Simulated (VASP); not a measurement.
# AlAu (Pm-3m) in VASP: single point with PBEsol

Aim: the single point of AlAu with PBEsol.

Everything below comes from runs of VASP 6.6.1. Logs are shortened: lines on timing, memory, paths and dates and some standing lists are left out, and cuts for length are marked.

### 1 The cell of the first run

The structure is cubic, space group Pm-3m (No. 221). Conventional cell: a = 3.224 Å, b = 3.224 Å, c = 3.224 Å, α = 90.00°, β = 90.00°, γ = 90.00°. Al (site symmetry m-3m) has 8 Au at 2.79 Å and 6 Al at 3.22 Å within 3.7 Å. Au (site symmetry m-3m) has 8 Al at 2.79 Å and 6 Au at 3.22 Å within 3.7 Å.

### 2 Single point, PBEsol

File INCAR:

```
ALGO = Normal ; EDIFF = 1E-6
ENCUT = 500 ; GGA = PS
GGA_COMPAT = F ; ISIF = 2
ISMEAR = -1 ; LASPH = T
LCHARG = F ; LREAL = F
LWAVE = F ; NBANDS = 14
NELM = 120 ; PREC = Accurate
SIGMA = 0.1
```

File KPOINTS:

```
k-points
0
Gamma
  9 9 9
```

File POSCAR:

```
AlAu
1.0
    3.2239420000      0.0000000000      0.0000000000
    0.0000000000      3.2239420000      0.0000000000
    0.0000000000      0.0000000000      3.2239420000
Al Au
1 1
Direct
    0.0000000000      0.0000000000      0.0000000000
    0.5000000000      0.5000000000      0.5000000000
```

Potentials or basis: VASP PAW PBE potentials, release 64 (Al, Au).

Command:

```sh
$ cat potpaw_PBE.64/Al/POTCAR potpaw_PBE.64/Au/POTCAR > POTCAR
$ mpirun -np 1 vasp_std > vasp.out
```

OUTCAR:

```text
EDIFF = 1E-6
   ENCUT = 500
   GGA = PS
   ISIF = 2
   ISMEAR = -1
   LASPH = T
   LREAL = F
   NELM = 120
   PREC = Accurate

 ion  position               nearest neighbor table
   1  0.000  0.000  0.000-   2 2.79   2 2.79   2 2.79   2 2.79   2 2.79   2 2.79   2 2.79   2 2.79

   2  0.500  0.500  0.500-   1 2.79   1 2.79   1 2.79   1 2.79   1 2.79   1 2.79   1 2.79   1 2.79

  LATTYP: Found a simple cubic cell.
 ALAT       =     3.2239420000

  Lattice vectors:

 A1 = (   3.2239420000,   0.0000000000,   0.0000000000)
 A2 = (   0.0000000000,   3.2239420000,   0.0000000000)
 A3 = (   0.0000000000,   0.0000000000,   3.2239420000)

Analysis of symmetry for initial positions (statically):
=====================================================================
 Subroutine PRICEL returns:
 Original cell was already a primitive cell.

 Routine SETGRP: Setting up the symmetry group for a
 simple cubic supercell.

 Subroutine GETGRP returns: Found 48 space group operations
 (whereof 48 operations were pure point group operations)
 out of a pool of 48 trial point group operations.

The static configuration has the point symmetry O_h .

Analysis of symmetry for dynamics (positions and initial velocities):
=====================================================================
 Subroutine PRICEL returns:
 Original cell was already a primitive cell.

 Routine SETGRP: Setting up the symmetry group for a
 simple cubic supercell.

 Subroutine GETGRP returns: Found 48 space group operations
 (whereof 48 operations were pure point group operations)
 out of a pool of 48 trial point group operations.

The dynamic configuration has the point symmetry O_h .

 Subroutine INISYM returns: Found 48 space group operations
 (whereof 48 operations are pure point group operations),
 and found     1 'primitive' translations

----------------------------------------------------------------------------------------

                                     Primitive cell

  volume of cell :      33.5090

  direct lattice vectors                    reciprocal lattice vectors
     3.223942000  0.000000000  0.000000000     0.310179277  0.000000000  0.000000000
     0.000000000  3.223942000  0.000000000     0.000000000  0.310179277  0.000000000
     0.000000000  0.000000000  3.223942000     0.000000000  0.000000000  0.310179277

  length of vectors
     3.223942000  3.223942000  3.223942000     0.310179277  0.310179277  0.310179277

  position of ions in fractional coordinates (direct lattice)
     0.000000000  0.000000000  0.000000000
     0.500000000  0.500000000  0.500000000

  ion indices of the primitive-cell ions
   primitive index   ion index
                 1           1
                 2           2

----------------------------------------------------------------------------------------

 KPOINTS: k-points

Automatic generation of k-mesh.
 Grid dimensions read from file:
 generate k-points for:    9    9    9

 Generating k-lattice:

  Cartesian coordinates                     Fractional coordinates (reciprocal lattice)
     0.034464364  0.000000000  0.000000000     0.111111111  0.000000000  0.000000000
     0.000000000  0.034464364  0.000000000     0.000000000  0.111111111  0.000000000
     0.000000000  0.000000000  0.034464364     0.000000000  0.000000000  0.111111111

  Length of vectors
     0.034464364  0.034464364  0.034464364

  Shift w.r.t. Gamma in fractional coordinates (k-lattice)
     0.000000000  0.000000000  0.000000000

 Subroutine IBZKPT returns following result:
 ===========================================

 Found     35 irreducible k-points:

 Following reciprocal coordinates:
            Coordinates               Weight
  0.000000  0.000000  0.000000      1.000000
  0.111111  0.000000  0.000000      6.000000
  0.222222  0.000000  0.000000      6.000000
  0.333333  0.000000  0.000000      6.000000
  0.444444  0.000000  0.000000      6.000000
  0.111111  0.111111  0.000000     12.000000
[... 16 lines left out ...]
  0.333333  0.333333  0.111111     24.000000
  0.444444  0.333333  0.111111     48.000000
 [... further k-points ...]
   k-points           NKPTS =     35   k-points in BZ     NKDIM =     35   number of bands    NBANDS=     14
   number of dos      NEDOS =    301   number of ions     NIONS =      2
   total plane-waves  NPLWV =  13824
   dimension x,y,z NGX =    24 NGY =   24 NGZ =   24
   dimension x,y,z NGXF=    48 NGYF=   48 NGZF=   48
   ions per type =               1   1
   NGX,Y,Z   is equivalent  to a cutoff of  12.38, 12.38, 12.38 a.u.
   NGXF,Y,Z  is equivalent  to a cutoff of  24.75, 24.75, 24.75 a.u.
 SYSTEM =  unknown system
   PREC   = accura    normal or accurate (medium, high low for compatibility)
   ISTART =      0    job   : 0-new  1-cont  2-samecut
   ICHARG =      2    charge: 1-file 2-atom 10-const
   ISPIN  =      1    spin polarized calculation?
   LNONCOLLINEAR =      F non collinear calculations
   LSORBIT =      F    spin-orbit coupling
   LASPH  =      T    aspherical Exc in radial PAW
   ENCUT  =  500.0 eV  36.75 Ry    6.06 a.u.   5.88  5.88  5.88*2*pi/ulx,y,z
   NELM   =    120;   NELMIN=  2; NELMDL= -5     # of ELM steps
   EDIFF  = 0.1E-05   stopping-criterion for ELM
   LREAL  =      F    real-space projection
   EDIFFG = 0.1E-04   stopping-criterion for IOM
   NSW    =      0    number of steps for IOM
   IBRION =     -1    ionic relax: 0-MD 1-quasi-New 2-CG
   NFREE  =      0    steps in history (QN), initial steepest desc. (CG)
   ISIF   =      2    stress and relaxation
   ISYM   =      2    0-nonsym 1-usesym 2-fastsym
   POTIM  = 0.5000    time-step for ionic-motion
   TEBEG  =    0.0;   TEEND  =   0.0 temperature during run
   PSTRESS=    0.0 pullay stress
   NELECT =      14.0000    total number of electrons
   NUPDOWN=      -1.0000    fix difference up-down
   EMIN   =  10.00;   EMAX   =-10.00  energy-range for DOS
   EFERMI =   0.00;   METHOD = LEGACY
   ISMEAR =    -1;   SIGMA  =   0.10  broadening in eV -4-tet -1-fermi 0-gaus
   EFERMI_NEDOS =   21; number of points for ismear=-14 and -15
   IALGO  =     38    algorithm
   IMIX   =      4    mixing-type and parameters
     AMIX     =   0.40;   BMIX     =  1.00
     AMIX_MAG =   1.60;   BMIX_MAG =  1.00
  volume/ion in A,a.u.               =      16.75       113.06
  Fermi-wavevector in a.u.,A,eV,Ry     =   1.223856  2.312752 20.379123  1.497823
  Thomas-Fermi vector in A             =   2.358952
   LORBIT       =      0    0 simple, 1 ext, 2 COOP (PROOUT), +10 PAW based schemes
   GGA     = PS    functional components
   LHFCALC =     F    Hartree Fock is set to
   AEXX    =    0.0000 exact exchange contribution
   IVDW    =     0    specifies the selected vdW correction
   LEPSILON=     F    determine dielectric tensor
   LRPA    =     F    only Hartree local field effects (RPA)
 non-spin polarized calculation
  energy-cutoff  :      500.00
  volume of cell :       33.51
 maximum number of plane-waves:       870
 NGX is ok and might be reduce to    24
   NGX = 11   NGY = 11   NGZ = 11

 number of electron      14.0000002 magnetization

 Free energy of the ion-electron system (eV)
  ---------------------------------------------------
  ext. energy  EPLUGINS =         0.00000000
  ---------------------------------------------------
  free energy    TOTEN  =        -8.58118322 eV

  energy without entropy =       -8.55571230  energy(sigma->0) =       -8.56844776

 E-fermi :   9.3908     XC(G=0): -11.6017

 val. band max:        9.2880793790   @ k =   0.4444   0.4444   0.4444
 cond. band min:       9.4036182786   @ k =   0.3333   0.3333   0.1111
 fundamental gap:      0.1155388996
 Fermi energy:         9.3907859147

 k-point     1 :       0.0000    0.0000    0.0000
  band No.  band energies     occupation
      1      -1.8772      2.00000
      2       2.8682      2.00000
      3       2.8682      2.00000
      4       4.7509      2.00000
      5       4.7509      2.00000
      6       4.7509      2.00000
      7      12.2773      0.00000
      8      12.2773      0.00000
      9      12.2773      0.00000
     10      16.0807      0.00000
     11      16.8463      0.00000
     12      16.8463      0.00000
     13      26.0730      0.00000
     14      26.0731      0.00000

 k-point     2 :       0.1111    0.0000    0.0000
  band No.  band energies     occupation
      1      -1.6762      2.00000
      2       2.9068      2.00000
      3       2.9430      2.00000
      4       4.6300      2.00000
      5       4.6300      2.00000
      6       4.7639      2.00000
      7      10.8943      0.00000
      8      12.5869      0.00000
      9      12.5869      0.00000
     10      16.4663      0.00000
     11      16.6435      0.00000
     12      18.2276      0.00000
     13      24.2783      0.00000
     14      24.2783      0.00000

 k-point     3 :       0.2222    0.0000    0.0000
  band No.  band energies     occupation
      1      -1.0904      2.00000
      2       3.0071      2.00000
      3       3.0931      2.00000
      4       4.3486      2.00000
      5       4.3486      2.00000
      6       4.7970      2.00000
      7       8.7807      1.99553
      8      13.4347      0.00000
      9      13.4347      0.00000
     10      16.1461      0.00000
     11      16.7966      0.00000
     12      21.0697      0.00000
     13      22.0077      0.00000
     14      22.0077      0.00000
[... 324 lines left out ...]
 k-point    23 :       0.3333    0.3333    0.1111
  band No.  band energies     occupation
      1       1.2333      2.00000
      2       2.8053      2.00000
      3       3.7934      2.00000
      4       3.8851      2.00000
      5       4.4421      2.00000
      6       4.4511      2.00000
      7       8.2720      1.99997
      8       9.4036      0.93593
      9      13.4369      0.00000
     10      14.5921      0.00000
     11      18.4432      0.00000
     12      19.6605      0.00000
     13      19.9893      0.00000
     14      24.4125      0.00000

 k-point    24 :       0.4444    0.3333    0.1111
  band No.  band energies     occupation
      1       1.6202      2.00000
      2       2.7788      2.00000
      3       3.6615      2.00000
      4       3.8991      2.00000
      5       4.5093      2.00000
      6       5.3720      2.00000
      7       6.8425      2.00000
      8      10.1271      0.00127
      9      11.7841      0.00000
     10      15.3027      0.00000
     11      17.7374      0.00000
     12      19.1823      0.00000
     13      21.2555      0.00000
     14      22.9692      0.00000

 [... further k-points ...]
[... 5 lines left out ...]
  --------------------------------------------------------------------------------------
  -------------------------------------------------------------------------------------
  Total       -1.1057484     -1.1057484     -1.1057484      0.0000000      0.0000000      0.0000000
  in kB      -52.8695024    -52.8695024    -52.8695024      0.0000000      0.0000000      0.0000000
  external PRESSURE =     -52.8695024 kB  Pullay stress =       0.0000000 kB

 VOLUME and BASIS-vectors are now :
 -----------------------------------------------------------------------------
  energy-cutoff  :      500.00
  volume of cell :       33.51
      direct lattice vectors                 reciprocal lattice vectors
     3.223942000  0.000000000  0.000000000     0.310179277  0.000000000  0.000000000
     0.000000000  3.223942000  0.000000000     0.000000000  0.310179277  0.000000000
     0.000000000  0.000000000  3.223942000     0.000000000  0.000000000  0.310179277

 POSITION                                       TOTAL-FORCE (eV/Angst)
 -----------------------------------------------------------------------------------
      0.00000      0.00000      0.00000         0.000000      0.000000      0.000000
      1.61197      1.61197      1.61197         0.000000      0.000000      0.000000
 -----------------------------------------------------------------------------------
    total drift:                                0.000000     -0.000000     -0.000000

  FREE ENERGIE OF THE ION-ELECTRON SYSTEM (eV)
  ---------------------------------------------------
  free  energy   TOTEN  =        -8.5811832232 eV

  energy  without entropy=       -8.5557123009  energy(sigma->0) =       -8.56844776
```

Wall time 6.6 s (1 thread of Intel Xeon 6975P-C, shared host); peak memory 0.15 GiB.

Results:

| Item | Value |
| --- | --- |
| Free energy | -8.5812 eV |
| Pressure | -5.3 GPa |
| Band gap on the k mesh | zero (band 7 reaches 12.28 eV, above the bottom of band 8 at 8.62 eV) |

Caveat: the PAW data sets were made with another functional, which shifts forces and pressure a little; spin-orbit coupling is left out, which moves the levels of the heavy elements.
